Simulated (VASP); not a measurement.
Write the native input for VASP 6.6.1 that does the following.

| Item | Value |
| --- | --- |
| Task | single point |
| Functional | PBE |
| Potentials or basis | VASP PAW PBE potentials, release 64 (Tl_d, Cl) |
| Cutoff | 520 eV |
| k mesh | 2 × 2 × 2 |
| Occupations | methfessel-paxton, width 0.15 eV |
| Spin | no spin polarisation |
| Dipole correction | no |
| Further INCAR settings | LREAL = Auto; ALGO = Normal; EDIFF = 1e-06; NBANDS = 86 |

The structure of Tl7Cl8 (a cell with a defect) lies in POSCAR:

```
Tl7Cl8
1.0
    7.6785920000      0.0000000000      0.0000000000
    0.0000000000      7.6785920000      0.0000000000
    0.0000000000      0.0000000000      7.6785920000
Tl Cl
7 8
Direct
   -0.0006161286     -0.0007810026      0.0087006837
   -0.0004728732     -0.0020549340      0.5089950085
   -0.4176961089      0.4992197788     -0.0001509391
   -0.0013628801      0.4978079315      0.4968410875
    0.4836365834     -0.0007502678     -0.0085640701
    0.4921906256      0.0028821690      0.4925856199
    0.4827752275      0.5030333686      0.5002599435
    0.2587450929      0.2418642637      0.2572466411
    0.2585092423      0.2411877073      0.7406254949
    0.2582436988      0.7581344340      0.2577717373
    0.2584436053      0.7579592717      0.7411671306
    0.7533366794      0.2426809498      0.2572933944
    0.7524710259      0.2421558536      0.7433663620
    0.7527518066      0.7561004674      0.2574470684
    0.7524430260      0.7564125038      0.7434572640
```

The input as run:

INCAR

```
SYSTEM = Tl7Cl8
PREC = Accurate
ENCUT = 520
EDIFF = 1E-6
ISMEAR = 1
SIGMA = 0.15
LREAL = Auto
LASPH = .True.
NELM = 60
ALGO = Normal
ISIF = 2
LWAVE = .False.
LCHARG = .False.
GGA = PE
NBANDS = 86
```

KPOINTS

```
Automatic mesh
0
Gamma
  2 2 2
  0 0 0
```

Potentials or basis: VASP PAW PBE potentials, release 64 (Tl_d, Cl).

Run with:

```sh
$ cat potpaw_PBE.64/Tl_d/POTCAR potpaw_PBE.64/Cl/POTCAR > POTCAR
$ mpirun -np 1 vasp_std > vasp.out
```

Results of the run:

| Quantity | Value |
| --- | --- |
| Pressure | 0.2 GPa |
| Largest force | 0.153 eV/Å |
| Band gap on the k mesh | zero (an odd number of electrons rules out a gap without spin polarisation) |

Caveat: the k points lie up to 0.41 Å⁻¹ apart, too coarse for converged energies and pressures of a metal; spin-orbit coupling is left out, which moves the levels of the heavy elements; an odd number of electrons without spin polarisation forces a metal; a magnetic or distorted state may lie lower.

Run time: 4.7 min on 1 thread of Intel(R) Xeon(R) 6975P-C (Granite Rapids), with other jobs on the host, peak memory 0.56 GiB.
